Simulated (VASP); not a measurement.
A run of VASP 6.6.1 is set up as follows.

File INCAR:

```
PREC = Accurate
ENCUT = 520
EDIFF = 1E-6
ISMEAR = 0
SIGMA = 0.05
LREAL = F
LASPH = T
NELM = 100
ALGO = Normal
ISIF = 2
LWAVE = F
LCHARG = F
NBANDS = 29
```

The input KPOINTS:

```
regular mesh
0
Gamma
  6 6 6
```

POSCAR

```
CsCdCl3
1.0
    5.3560000000      0.0000000000      0.0000000000
    0.0000000000      5.3560000000      0.0000000000
    0.0000000000      0.0000000000      5.2780000000
Cs Cd Cl
1 1 3
Direct
    0.0000000000      0.0000000000      0.0000000000
    0.5000000000      0.5000000000      0.5000000000
    0.0000000000      0.5000000000      0.5000000000
    0.5000000000      0.0000000000      0.5000000000
    0.5000000000      0.5000000000      0.0000000000
```

Potentials or basis: VASP PAW LDA potentials, release 64 (Cs_sv, Cd, Cl).

Launch:

```sh
$ cat potpaw_LDA.64/Cs_sv/POTCAR potpaw_LDA.64/Cd/POTCAR potpaw_LDA.64/Cl/POTCAR > POTCAR
$ mpirun -np 1 vasp_std > vasp.out
```

Problem. What does it give for the band gap on the k mesh?

Solution. 1.39 eV, indirect (least direct gap 1.81 eV).

Problem. Predict the pressure.

Solution. -3.7 GPa.

Stress tensor (GPa, compression positive):
```
-3.88  0.00  0.00
 0.00 -3.88  0.00
 0.00  0.00 -3.47
```

Caveat: the cell differs from its parent crystal (strain +0.030 along x and y, +0.015 along z); spin-orbit coupling is left out, which moves the levels of the heavy elements. A k mesh can miss the band edges.
